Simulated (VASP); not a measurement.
Write the native input for VASP 6.6.1 that does the following.

```
Task                   : single point
Functional             : PBE
Potentials or basis    : VASP PAW PBE potentials, release 64 (C)
Cutoff                 : 520 eV
k mesh                 : 12 × 12 × 4
Occupations            : gaussian, width 0.05 eV
Spin                   : no spin polarisation
Dipole correction      : no
Further INCAR settings : ALGO = Normal; EDIFF = 1e-07; NBANDS = 26
```

The structure of C lies in POSCAR:

```
C
1.0
    2.5389641516      0.0000000000      0.0000000000
   -1.2694820758      2.1988074546      0.0000000000
    0.0000000000      0.0000000000      8.3736208784
C
8
Direct
   -0.0110056021     -0.0220112043      0.0929732494
   -0.0110056021     -0.0220112043      0.5929732494
   -0.0110056021     -0.0220112043      0.4070267506
   -0.0110056021     -0.0220112043      0.9070267506
    0.3443389355      0.6886778709      0.1555299995
    0.6776722688      0.3553445376      0.6555299995
    0.3443389355      0.6886778709      0.3444700005
    0.6776722688      0.3553445376      0.8444700005
```

One way to write it, as run:

INCAR

```
ALGO = Normal
EDIFF = 1E-7
ENCUT = 520
GGA = PE
ISIF = 2
ISMEAR = 0
LASPH = True
LCHARG = False
LREAL = False
LWAVE = False
NBANDS = 26
NELM = 60
PREC = Accurate
SIGMA = 0.05
```

KPOINTS

```
k-points
0
Gamma
  12 12 4
```

Potentials or basis: VASP PAW PBE potentials, release 64 (C).

The run is started by

```sh
$ cat potpaw_PBE.64/C/POTCAR > POTCAR
$ mpirun -np 1 vasp_std > vasp.out
```

It gave:

```json
{
 "Pressure": "-6.3 GPa",
 "Largest force": "3.234 eV/Å",
 "Band gap on the k mesh": "3.45 eV, indirect (least direct gap 3.90 eV)"
}
```

Caveat: forces of over 1 eV/Å act on the atoms, so gaps and moduli don't describe the material at rest.

It took 100 s on 1 thread of Intel Xeon 6975P-C (shared host), peak memory 0.23 GiB.
